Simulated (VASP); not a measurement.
# Sc (P6/mmm) in VASP: single point with r2SCAN

Aim: the single point of Sc with r2SCAN.

All numbers are computed with VASP 6.6.1; they aren't measurements. Logs are shortened: lines on timing, memory, paths and dates and some standing lists are left out, and cuts for length are marked.

### Step 1. The cell of the first run

The structure is hexagonal, space group P6/mmm (No. 191). The conventional cell has a = 5.142 Å, b = 5.142 Å, c = 3.113 Å, α = 90.00°, β = 90.00°, γ = 120.00°. Sc (site symmetry 6/mmm) has 14 Sc at 3.11 to 3.35 Å within 4.1 Å. Within 3.9 Å of Sc (site symmetry -6m2) lie 11 Sc at 2.97 to 3.35 Å.

This isn't the form of Sc at room conditions, which is hcp.

### Step 2. Single point, r2SCAN, collinear spin (23.76 Å³/atom)

Input file POSCAR:

```
Sc
1.0
    5.1420983847      0.0000000000      0.0000000000
   -2.5710491924      4.4531878299      0.0000000000
    0.0000000000      0.0000000000      3.1125595860
Sc
3
Direct
    1.0000000000      0.0000000000      0.0000000000
    0.3333333333      0.6666666667      0.5000000000
    0.6666666667      0.3333333333      0.5000000000
```

Input file INCAR.step1:

```
SYSTEM = Sc
ALGO     = Normal         ! electronic algorithm
EDIFF    = 1E-4           ! SCF threshold, eV
ENCUT    = 520            ! plane-wave cutoff, eV
GGA      = PE             ! functional
ISMEAR   = -1             ! smearing method
ISPIN    = 2              ! spin polarisation
LASPH    = .TRUE.         ! aspherical terms in the spheres
LCHARG   = .FALSE.        ! write CHGCAR
LMAXMIX  = 4              ! l up to which the mixer works
LREAL    = .FALSE.        ! projectors in reciprocal space
LWAVE    = .TRUE.         ! write WAVECAR
MAGMOM   = 0.451 0.27 0.27 ! initial moments
NBANDS   = 28             ! bands
NELM     = 150            ! most SCF steps
PREC     = Accurate       ! precision mode
SIGMA    = 0.05           ! smearing width, eV
```

Input file INCAR.step2:

```
SYSTEM = Sc
ALGO     = Normal         ! electronic algorithm
EDIFF    = 1E-6           ! SCF threshold, eV
ENCUT    = 520            ! plane-wave cutoff, eV
ISIF     = 2              ! what is computed and relaxed
ISMEAR   = -1             ! smearing method
ISPIN    = 2              ! spin polarisation
ISTART   = 1            
LASPH    = .TRUE.         ! aspherical terms in the spheres
LCHARG   = .TRUE.         ! write CHGCAR
LELF     = .TRUE.         ! ELF
LMAXMIX  = 4              ! l up to which the mixer works
LMIXTAU  = .TRUE.       
LORBIT   = 11             ! projections on sites
LREAL    = .FALSE.        ! projectors in reciprocal space
LVHAR    = .TRUE.       
LWAVE    = .FALSE.        ! write WAVECAR
MAGMOM   = 0.451 0.27 0.27 ! initial moments
METAGGA  = R2SCAN         ! meta-GGA
NBANDS   = 28             ! bands
NELM     = 150            ! most SCF steps
PREC     = Accurate       ! precision mode
SIGMA    = 0.05           ! smearing width, eV
```

Input file KPOINTS:

```
k-points
0
G
  8 8 11
  0 0 0
```

Potentials or basis: VASP PAW PBE potentials, release 64 (Sc_sv).

Launch:

```console
$ cat potpaw_PBE.64/Sc_sv/POTCAR > POTCAR
$ cp INCAR.step1 INCAR
$ mpirun -np 1 vasp_std > vasp.out
$ cp INCAR.step2 INCAR
$ mpirun -np 1 vasp_std > vasp.out
```

OUTCAR:

```text
SYSTEM = Sc
   EDIFF = 1E-6
   ENCUT = 520
   ISIF = 2
   ISMEAR = -1
   ISPIN = 2
   ISTART = 1
   LASPH = .TRUE.
   LORBIT = 11
   LREAL = .FALSE.
   METAGGA = R2SCAN
   NELM = 150
   PREC = Accurate

 ion  position               nearest neighbor table
   1  0.000  0.000  0.000-   2 3.35   3 3.35   2 3.35   3 3.35   3 3.35   3 3.35   2 3.35   2 3.35
                             3 3.35   3 3.35   2 3.35   2 3.35
   2  0.333  0.667  0.500-   3 2.97   3 2.97   3 2.97   1 3.35   1 3.35   1 3.35   1 3.35   1 3.35
                             1 3.35
   3  0.667  0.333  0.500-   2 2.97   2 2.97   2 2.97   1 3.35   1 3.35   1 3.35   1 3.35   1 3.35
                             1 3.35

  LATTYP: Found a hexagonal cell.
 ALAT       =     5.1420983847
 C/A-ratio  =     0.6053092246

  Lattice vectors:

 A1 = (   5.1420983847,   0.0000000000,   0.0000000000)
 A2 = (  -2.5710491924,   4.4531878299,   0.0000000000)
 A3 = (   0.0000000000,   0.0000000000,   3.1125595860)

Analysis of symmetry for initial positions (statically):
=====================================================================
 Subroutine PRICEL returns:
 Original cell was already a primitive cell.

 Routine SETGRP: Setting up the symmetry group for a
 hexagonal supercell.

 Subroutine GETGRP returns: Found 24 space group operations
 (whereof 24 operations were pure point group operations)
 out of a pool of 24 trial point group operations.

The static configuration has the point symmetry D_6h.

Analysis of symmetry for dynamics (positions and initial velocities):
=====================================================================
 Subroutine PRICEL returns:
 Original cell was already a primitive cell.

 Routine SETGRP: Setting up the symmetry group for a
 hexagonal supercell.

 Subroutine GETGRP returns: Found 24 space group operations
 (whereof 24 operations were pure point group operations)
 out of a pool of 24 trial point group operations.

The dynamic configuration has the point symmetry D_6h.

Analysis of structural, dynamic, and magnetic symmetry:
=====================================================================
 Subroutine PRICEL returns:
 Original cell was already a primitive cell.

 Routine SETGRP: Setting up the symmetry group for a
 hexagonal supercell.

 Subroutine GETGRP returns: Found 24 space group operations
 (whereof 24 operations were pure point group operations)
 out of a pool of 24 trial point group operations.

The overall configuration has the point symmetry D_6h.

 Subroutine INISYM returns: Found 24 space group operations
 (whereof 24 operations are pure point group operations),
 and found     1 'primitive' translations

----------------------------------------------------------------------------------------

                                     Primitive cell

  volume of cell :      71.2737

  direct lattice vectors                    reciprocal lattice vectors
     5.142098385  0.000000000  0.000000000     0.194473136  0.112279118  0.000000000
    -2.571049192  4.453187830  0.000000000     0.000000000  0.224558235  0.000000000
     0.000000000  0.000000000  3.112559586     0.000000000  0.000000000  0.321278990

  length of vectors
     5.142098385  5.142098385  3.112559586     0.224558235  0.224558235  0.321278990

  position of ions in fractional coordinates (direct lattice)
     0.000000000  0.000000000  0.000000000
     0.333333333  0.666666667  0.500000000
     0.666666667  0.333333333  0.500000000

  ion indices of the primitive-cell ions
   primitive index   ion index
                 1           1
                 2           2
                 3           3

----------------------------------------------------------------------------------------

 KPOINTS: k-points

Automatic generation of k-mesh.
 Grid dimensions read from file:
 generate k-points for:    8    8   11

 Generating k-lattice:

  Cartesian coordinates                     Fractional coordinates (reciprocal lattice)
     0.024309142  0.014034890  0.000000000     0.125000000  0.000000000  0.000000000
     0.000000000  0.028069779  0.000000000     0.000000000  0.125000000  0.000000000
     0.000000000  0.000000000  0.029207181     0.000000000  0.000000000  0.090909091

  Length of vectors
     0.028069779  0.028069779  0.029207181

  Shift w.r.t. Gamma in fractional coordinates (k-lattice)
     0.000000000  0.000000000  0.000000000

 Subroutine IBZKPT returns following result:
 ===========================================

 Found     60 irreducible k-points:

 Following reciprocal coordinates:
            Coordinates               Weight
  0.000000  0.000000  0.000000      1.000000
  0.125000  0.000000  0.000000      6.000000
  0.250000  0.000000  0.000000      6.000000
  0.375000 -0.000000  0.000000      6.000000
  0.500000  0.000000  0.000000      3.000000
  0.125000  0.125000  0.000000      6.000000
[... 16 lines left out ...]
  0.250000  0.000000  0.181818     12.000000
  0.375000 -0.000000  0.181818     12.000000
 [... further k-points ...]
   k-points           NKPTS =     60   k-points in BZ     NKDIM =     60   number of bands    NBANDS=     28
   number of dos      NEDOS =    301   number of ions     NIONS =      3
   total plane-waves  NPLWV =  38400
   dimension x,y,z NGX =    40 NGY =   40 NGZ =   24
   dimension x,y,z NGXF=    80 NGYF=   80 NGZF=   48
   ions per type =               3
   NGX,Y,Z   is equivalent  to a cutoff of  12.93, 12.93, 12.82 a.u.
   NGXF,Y,Z  is equivalent  to a cutoff of  25.86, 25.86, 25.64 a.u.
 SYSTEM =  Sc
   PREC   = accura    normal or accurate (medium, high low for compatibility)
   ISTART =      1    job   : 0-new  1-cont  2-samecut
   ICHARG =      0    charge: 1-file 2-atom 10-const
   ISPIN  =      2    spin polarized calculation?
   LNONCOLLINEAR =      F non collinear calculations
   LSORBIT =      F    spin-orbit coupling
   LASPH  =      T    aspherical Exc in radial PAW
   ENCUT  =  520.0 eV  38.22 Ry    6.18 a.u.   9.56  9.56  5.79*2*pi/ulx,y,z
   NELM   =    150;   NELMIN=  2; NELMDL=  0     # of ELM steps
   EDIFF  = 0.1E-05   stopping-criterion for ELM
   LREAL  =      F    real-space projection
   EDIFFG = 0.1E-04   stopping-criterion for IOM
   NSW    =      0    number of steps for IOM
   IBRION =     -1    ionic relax: 0-MD 1-quasi-New 2-CG
   NFREE  =      0    steps in history (QN), initial steepest desc. (CG)
   ISIF   =      2    stress and relaxation
   ISYM   =      2    0-nonsym 1-usesym 2-fastsym
   POTIM  = 0.5000    time-step for ionic-motion
   TEBEG  =    0.0;   TEEND  =   0.0 temperature during run
   PSTRESS=    0.0 pullay stress
   NELECT =      33.0000    total number of electrons
   NUPDOWN=      -1.0000    fix difference up-down
   EMIN   =  10.00;   EMAX   =-10.00  energy-range for DOS
   EFERMI =   0.00;   METHOD = LEGACY
   ISMEAR =    -1;   SIGMA  =   0.05  broadening in eV -4-tet -1-fermi 0-gaus
   EFERMI_NEDOS =   21; number of points for ismear=-14 and -15
   IALGO  =     38    algorithm
   IMIX   =      4    mixing-type and parameters
     AMIX     =   0.40;   BMIX     =  1.00
     AMIX_MAG =   1.60;   BMIX_MAG =  1.00
  volume/ion in A,a.u.               =      23.76       160.33
  Fermi-wavevector in a.u.,A,eV,Ry     =   1.266494  2.393327 21.823839  1.604007
  Thomas-Fermi vector in A             =   2.399692
   LORBIT       =     11    0 simple, 1 ext, 2 COOP (PROOUT), +10 PAW based schemes
   METAGGA = R2SCAN    functional components
   LHFCALC =     F    Hartree Fock is set to
   AEXX    =    0.0000 exact exchange contribution
   IVDW    =     0    specifies the selected vdW correction
   LEPSILON=     F    determine dielectric tensor
   LRPA    =     F    only Hartree local field effects (RPA)
 spin polarized calculation
  energy-cutoff  :      520.00
  volume of cell :       71.27
 maximum number of plane-waves:      1950
 NGX is ok and might be reduce to    40
   NGX = 19   NGY = 19   NGZ = 11

 number of electron      32.9999994 magnetization      -0.1359801

 number of electron      32.9999994 magnetization       0.0017821

 Free energy of the ion-electron system (eV)
  ---------------------------------------------------
  ext. energy  EPLUGINS =         0.00000000
  ---------------------------------------------------
  free energy    TOTEN  =       -33.91742063 eV

  energy without entropy =      -33.86671949  energy(sigma->0) =      -33.89207006

 E-fermi :   3.9037     XC(G=0): -10.7561

 val. band max:        3.9032326707   @ k =   0.1250   0.1250   0.1818
 cond. band min:       3.9039453122   @ k =   0.1250   0.1250   0.1818
 fundamental gap:      0.0007126415
 Fermi energy:         3.9037112145

 spin component 1

 k-point     1 :       0.0000    0.0000    0.0000
  band No.  band energies     occupation
      1     -47.5582      1.00000
      2     -47.4583      1.00000
      3     -47.4177      1.00000
      4     -25.3482      1.00000
      5     -25.3482      1.00000
      6     -25.1781      1.00000
[... 20 lines left out ...]
     27       8.3684      0.00000
[... 691 lines left out ...]
      6     -25.1746      1.00000
[... 20 lines left out ...]
     27       7.7373      0.00000
     28       8.2453      0.00000

 [... further k-points ...]

 spin component 2

 k-point     1 :       0.0000    0.0000    0.0000
  band No.  band energies     occupation
      1     -47.5580      1.00000
      2     -47.4581      1.00000
      3     -47.4174      1.00000
      4     -25.3480      1.00000
      5     -25.3480      1.00000
      6     -25.1778      1.00000
[... 20 lines left out ...]
     27       8.3685      0.00000
[... 691 lines left out ...]
      6     -25.1744      1.00000
[... 20 lines left out ...]
     27       7.7375      0.00000
     28       8.2455      0.00000

 [... further k-points ...]

------------------------ aborting loop because EDIFF is reached ----------------------------------------

  FORCE on cell =-STRESS in cart. coord.  units (eV):
  Direction    XX          YY          ZZ          XY          YZ          ZX
  --------------------------------------------------------------------------------------
  -------------------------------------------------------------------------------------
  Total        0.6717172      0.6717172      1.9924942     -0.0000000      0.0000000      0.0000000
  in kB       15.0996881     15.0996881     44.7897433     -0.0000000      0.0000000      0.0000000
  external PRESSURE =      24.9963732 kB  Pullay stress =       0.0000000 kB

 VOLUME and BASIS-vectors are now :
 -----------------------------------------------------------------------------
  energy-cutoff  :      520.00
  volume of cell :       71.27
      direct lattice vectors                 reciprocal lattice vectors
     5.142098385  0.000000000  0.000000000     0.194473136  0.112279118  0.000000000
    -2.571049192  4.453187830  0.000000000     0.000000000  0.224558235  0.000000000
     0.000000000  0.000000000  3.112559586     0.000000000  0.000000000  0.321278990

 POSITION                                       TOTAL-FORCE (eV/Angst)
 -----------------------------------------------------------------------------------
      0.00000      0.00000      0.00000        -0.000000      0.000000      0.000000
     -0.00000      2.96879      1.55628         0.000000      0.000000     -0.000000
      2.57105      1.48440      1.55628         0.000000     -0.000000      0.000000
 -----------------------------------------------------------------------------------
    total drift:                                0.000000      0.000000      0.000000

  FREE ENERGIE OF THE ION-ELECTRON SYSTEM (eV)
  ---------------------------------------------------
  free  energy   TOTEN  =       -33.9174206338 eV

  energy  without entropy=      -33.8667194924  energy(sigma->0) =      -33.89207006

 total charge

# of ion       s       p       d       tot
------------------------------------------
    1        2.254   6.140   0.930   9.324
    2        2.268   6.110   1.024   9.403
    3        2.268   6.110   1.024   9.403
--------------------------------------------------
tot          6.791  18.360   2.979  28.130

 magnetization (x)

# of ion       s       p       d       tot
------------------------------------------
    1        0.000   0.000   0.000   0.000
    2        0.000   0.000   0.000   0.000
    3        0.000   0.000   0.000   0.000
--------------------------------------------------
tot          0.000   0.000   0.001   0.001
```

Run time: 16 min. Hardware: 1 thread of AMD EPYC 9R45 (Zen 5), shared host; peak memory 0.31 GiB.

What came out:

```
Free energy                                           : -33.9174 eV
Pressure                                              : 2.5 GPa
Net moment                                            : 0.00 μB per cell
Valence electrons inside the program's atomic spheres : Sc 9.32, 9.40 (each value once)
```

Caveat: the PAW data sets were made with another functional, which shifts forces and pressure a little.
